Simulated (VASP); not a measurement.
# As (Pm-3m) in VASP: notebook

As is run at these levels: PBEsol, r2SCAN, r2SCAN-based global hybrid; tasks: single point.

All numbers are computed with VASP 6.6.1; they aren't measurements. Logs are shortened: lines on timing, memory, paths and dates and some standing lists are left out, and cuts for length are marked.

## 1. The cell of the first run

Symmetry: Pm-3m, No. 221, cubic system. The conventional cell has a = 2.704 Å, b = 2.704 Å, c = 2.704 Å, α = 90.00°, β = 90.00°, γ = 90.00°. As (site symmetry m-3m) has 6 As at 2.70 Å within 3.6 Å.

## 2. Single point, PBEsol, non-collinear spin, zero start, spin-orbit coupling

The input, INCAR:

```
SYSTEM = As
ALGO     = Normal         ! electronic algorithm
EDIFF    = 1E-6           ! SCF threshold, eV
ENCUT    = 520            ! plane-wave cutoff, eV
GGA      = PS             ! functional
GGA_COMPAT= .FALSE.      
ISIF     = 2              ! what is computed and relaxed
ISMEAR   = -1             ! smearing method
LASPH    = .TRUE.         ! aspherical terms in the spheres
LCHARG   = .TRUE.         ! write CHGCAR
LORBIT   = 11             ! projections on sites
LORBMOM  = .TRUE.       
LREAL    = .FALSE.        ! projectors in reciprocal space
LSORBIT  = .TRUE.         ! spin-orbit coupling
LVHAR    = .TRUE.       
LWAVE    = .FALSE.        ! write WAVECAR
MAGMOM   = 0 0 0          ! initial moments
NBANDS   = 16             ! bands
NELM     = 150            ! most SCF steps
PREC     = Accurate       ! precision mode
SIGMA    = 0.05           ! smearing width, eV
```

The input, KPOINTS:

```
k-points
0
G
  10 10 10
  0 0 0
```

The input, POSCAR:

```
As
1.0
    2.7036817444      0.0000000000      0.0000000000
    0.0000000000      2.7036817444      0.0000000000
    0.0000000000      0.0000000000      2.7036817444
As
1
Direct
    0.5000000000      0.5000000000      0.5000000000
```

Potentials or basis: VASP PAW PBE potentials, release 64 (As).

Launch:

```sh
> cat potpaw_PBE.64/As/POTCAR > POTCAR
> mpirun -np 1 vasp_ncl > vasp.out
```

OUTCAR:

```text
SYSTEM = As
   EDIFF = 1E-6
   ENCUT = 520
   GGA = PS
   ISIF = 2
   ISMEAR = -1
   LASPH = .TRUE.
   LORBIT = 11
   LREAL = .FALSE.
   LSORBIT = .TRUE.
   NELM = 150
   PREC = Accurate

 ion  position               nearest neighbor table
   1  0.500  0.500  0.500-

  LATTYP: Found a simple cubic cell.
 ALAT       =     2.7036817444

  Lattice vectors:

 A1 = (   2.7036817444,   0.0000000000,   0.0000000000)
 A2 = (   0.0000000000,   2.7036817444,   0.0000000000)
 A3 = (   0.0000000000,   0.0000000000,   2.7036817444)

Analysis of symmetry for initial positions (statically):
=====================================================================
 Subroutine PRICEL returns:
 Original cell was already a primitive cell.

 Routine SETGRP: Setting up the symmetry group for a
 simple cubic supercell.

 Subroutine GETGRP returns: Found 48 space group operations
 (whereof 48 operations were pure point group operations)
 out of a pool of 48 trial point group operations.

The static configuration has the point symmetry O_h .

Analysis of symmetry for dynamics (positions and initial velocities):
=====================================================================
 Subroutine PRICEL returns:
 Original cell was already a primitive cell.

 Routine SETGRP: Setting up the symmetry group for a
 simple cubic supercell.

 Subroutine GETGRP returns: Found 48 space group operations
 (whereof 48 operations were pure point group operations)
 out of a pool of 48 trial point group operations.

The dynamic configuration has the point symmetry O_h .

Analysis of structural, dynamic, and magnetic symmetry:
=====================================================================
 Subroutine PRICEL returns:
 Original cell was already a primitive cell.

 Routine SETGRP: Setting up the symmetry group for a
 simple cubic supercell.

 Subroutine GETGRP returns: Found 48 space group operations
 (whereof 48 operations were pure point group operations)
 out of a pool of 48 trial point group operations.

The overall configuration has the point symmetry O_h .

 Subroutine INISYM returns: Found 48 space group operations
 (whereof 48 operations are pure point group operations),
 and found     1 'primitive' translations

----------------------------------------------------------------------------------------

                                     Primitive cell

  volume of cell :      19.7636

  direct lattice vectors                    reciprocal lattice vectors
     2.703681744  0.000000000  0.000000000     0.369866018  0.000000000  0.000000000
     0.000000000  2.703681744  0.000000000     0.000000000  0.369866018  0.000000000
     0.000000000  0.000000000  2.703681744     0.000000000  0.000000000  0.369866018

  length of vectors
     2.703681744  2.703681744  2.703681744     0.369866018  0.369866018  0.369866018

  position of ions in fractional coordinates (direct lattice)
     0.500000000  0.500000000  0.500000000

  ion indices of the primitive-cell ions
   primitive index   ion index
                 1           1

----------------------------------------------------------------------------------------

 KPOINTS: k-points

Automatic generation of k-mesh.
 Grid dimensions read from file:
 generate k-points for:   10   10   10

 Generating k-lattice:

  Cartesian coordinates                     Fractional coordinates (reciprocal lattice)
     0.036986602  0.000000000  0.000000000     0.100000000  0.000000000  0.000000000
     0.000000000  0.036986602  0.000000000     0.000000000  0.100000000  0.000000000
     0.000000000  0.000000000  0.036986602     0.000000000  0.000000000  0.100000000

  Length of vectors
[... 48 lines left out ...]
   ICHARG =      2    charge: 1-file 2-atom 10-const
   ISPIN  =      1    spin polarized calculation?
   LNONCOLLINEAR =      T non collinear calculations
   LSORBIT =      T    spin-orbit coupling
   LASPH  =      T    aspherical Exc in radial PAW
   ENCUT  =  520.0 eV  38.22 Ry    6.18 a.u.   5.03  5.03  5.03*2*pi/ulx,y,z
   NELM   =    150;   NELMIN=  2; NELMDL= -5     # of ELM steps
   EDIFF  = 0.1E-05   stopping-criterion for ELM
   LREAL  =      F    real-space projection
   EDIFFG = 0.1E-04   stopping-criterion for IOM
   NSW    =      0    number of steps for IOM
   IBRION =     -1    ionic relax: 0-MD 1-quasi-New 2-CG
   NFREE  =      0    steps in history (QN), initial steepest desc. (CG)
   ISIF   =      2    stress and relaxation
   ISYM   =      2    0-nonsym 1-usesym 2-fastsym
   POTIM  = 0.5000    time-step for ionic-motion
   TEBEG  =    0.0;   TEEND  =   0.0 temperature during run
   PSTRESS=    0.0 pullay stress
   NELECT =       5.0000    total number of electrons
   NUPDOWN=      -1.0000    fix difference up-down
   EMIN   =  10.00;   EMAX   =-10.00  energy-range for DOS
   EFERMI =   0.00;   METHOD = LEGACY
   ISMEAR =    -1;   SIGMA  =   0.05  broadening in eV -4-tet -1-fermi 0-gaus
   EFERMI_NEDOS =   21; number of points for ismear=-14 and -15
   IALGO  =     38    algorithm
   IMIX   =      4    mixing-type and parameters
     AMIX     =   0.40;   BMIX     =  1.00
     AMIX_MAG =   1.60;   BMIX_MAG =  1.00
  volume/ion in A,a.u.               =      19.76       133.37
  Fermi-wavevector in a.u.,A,eV,Ry     =   1.035403  1.956627 14.586243  1.072059
  Thomas-Fermi vector in A             =   2.169744
   LORBIT       =     11    0 simple, 1 ext, 2 COOP (PROOUT), +10 PAW based schemes
   GGA     = PS    functional components
   LHFCALC =     F    Hartree Fock is set to
   AEXX    =    0.0000 exact exchange contribution
   IVDW    =     0    specifies the selected vdW correction
   LEPSILON=     F    determine dielectric tensor
   LRPA    =     F    only Hartree local field effects (RPA)
  energy-cutoff  :      520.00
  volume of cell :       19.76
 maximum number of plane-waves:      1108
   NGX = 11   NGY = 11   NGZ = 11

 number of electron       5.0000001 magnetization       0.0000000      0.0000000      0.0000000

 number of electron       5.0000001 magnetization      -0.0000000     -0.0000000     -0.0000000

 Free energy of the ion-electron system (eV)
  ---------------------------------------------------
  ext. energy  EPLUGINS =         0.00000000
  ---------------------------------------------------
  free energy    TOTEN  =        -5.06093999 eV

  energy without entropy =       -5.05831350  energy(sigma->0) =       -5.05962674

 E-fermi :   5.7478     XC(G=0): -10.5539

 val. band max:        5.6745948293   @ k =   0.5000   0.3000   0.3000
 cond. band min:       5.7512730021   @ k =   0.3000   0.3000   0.3000
 fundamental gap:      0.0766781728
 Fermi energy:         5.7478058654

 k-point     1 :       0.0000    0.0000    0.0000
  band No.  band energies     occupation
      1      -9.1785      1.00000
      2      -9.1785      1.00000
      3       9.6590      0.00000
      4       9.6590      0.00000
      5      10.1069      0.00000
      6      10.1069      0.00000
[... 433 lines left out ...]
      3       2.3649      1.00000
      4       2.3649      1.00000
      5       9.2304      0.00000
      6       9.2304      0.00000
[... 8 lines left out ...]
     15      21.2759      0.00000
     16      21.2759      0.00000

 [... further k-points ...]

------------------------ aborting loop because EDIFF is reached ----------------------------------------

  FORCE on cell =-STRESS in cart. coord.  units (eV):
  Direction    XX          YY          ZZ          XY          YZ          ZX
  --------------------------------------------------------------------------------------
  -------------------------------------------------------------------------------------
  Total       -0.1519913     -0.1519913     -0.1519913     -0.0000000     -0.0000000      0.0000000
  in kB      -12.3214684    -12.3214684    -12.3214684     -0.0000000     -0.0000000      0.0000000
  external PRESSURE =     -12.3214684 kB  Pullay stress =       0.0000000 kB

 VOLUME and BASIS-vectors are now :
 -----------------------------------------------------------------------------
  energy-cutoff  :      520.00
  volume of cell :       19.76
      direct lattice vectors                 reciprocal lattice vectors
     2.703681744  0.000000000  0.000000000     0.369866018  0.000000000  0.000000000
     0.000000000  2.703681744  0.000000000     0.000000000  0.369866018  0.000000000
     0.000000000  0.000000000  2.703681744     0.000000000  0.000000000  0.369866018

 POSITION                                       TOTAL-FORCE (eV/Angst)
 -----------------------------------------------------------------------------------
      1.35184      1.35184      1.35184         0.000000      0.000000      0.000000
 -----------------------------------------------------------------------------------
    total drift:                                0.000000      0.000000      0.000000

  FREE ENERGIE OF THE ION-ELECTRON SYSTEM (eV)
  ---------------------------------------------------
  free  energy   TOTEN  =        -5.0609399909 eV

  energy  without entropy=       -5.0583134958  energy(sigma->0) =       -5.05962674

 orbital moment (x)

 # of ion     p       d       tot
 ----------------------------------------
  1         0.000  -0.000  -0.000
 ----------------------------------------
            0.000  -0.000  -0.000

 orbital moment (y)

 # of ion     p       d       tot
 ----------------------------------------
  1         0.000  -0.000  -0.000
 ----------------------------------------
            0.000  -0.000  -0.000

 orbital moment (z)

 # of ion     p       d       tot
 ----------------------------------------
  1         0.000   0.000   0.000
 ----------------------------------------
            0.000   0.000   0.000

 Spin-Orbit-Coupling matrix elements

 Ion:    1  E_soc:     -0.0277435
 l=   1
     0.0000000    -0.0046259    -0.0046259
    -0.0046259     0.0000000    -0.0046259
    -0.0046259    -0.0046259     0.0000000
 l=   2
     0.0000000    -0.0000012     0.0000000    -0.0000012     0.0000032
    -0.0000012     0.0000000     0.0000024    -0.0000012     0.0000008
     0.0000000     0.0000024     0.0000000     0.0000024     0.0000000
    -0.0000012    -0.0000012     0.0000024     0.0000000     0.0000008
     0.0000032     0.0000008     0.0000000     0.0000008     0.0000000
 l=   3
     0.0000000     0.0000000     0.0000000     0.0000000     0.0000000     0.0000000     0.0000000
     0.0000000     0.0000000     0.0000000     0.0000000     0.0000000     0.0000000     0.0000000
     0.0000000     0.0000000     0.0000000     0.0000000     0.0000000     0.0000000     0.0000000
     0.0000000     0.0000000     0.0000000     0.0000000     0.0000000     0.0000000     0.0000000
     0.0000000     0.0000000     0.0000000     0.0000000     0.0000000     0.0000000     0.0000000
     0.0000000     0.0000000     0.0000000     0.0000000     0.0000000     0.0000000     0.0000000
     0.0000000     0.0000000     0.0000000     0.0000000     0.0000000     0.0000000     0.0000000

 total charge

# of ion       s       p       d       tot
------------------------------------------
    1        1.297   1.327   0.055   2.679

 magnetization (x)

# of ion       s       p       d       tot
------------------------------------------
    1       -0.000   0.000   0.000  -0.000

 magnetization (y)

# of ion       s       p       d       tot
------------------------------------------
    1        0.000   0.000   0.000   0.000

 magnetization (z)

# of ion       s       p       d       tot
------------------------------------------
    1       -0.000  -0.000   0.000  -0.000
```

Wall time 24 s (1 thread of Intel Xeon 6975P-C, shared host); peak memory 0.17 GiB.

Results:

* Free energy: -5.0609 eV
* Pressure: -1.2 GPa
* Net moment: 0.00 μB per cell
* Valence electrons inside the program's atomic spheres: As 2.68

Moments on the atoms (μB; x, y, z):
```
As  0.00 0.00 0.00
```

Caveat: the PAW data sets were made with another functional, which shifts forces and pressure a little.

(Continued in part 2 of 3.)
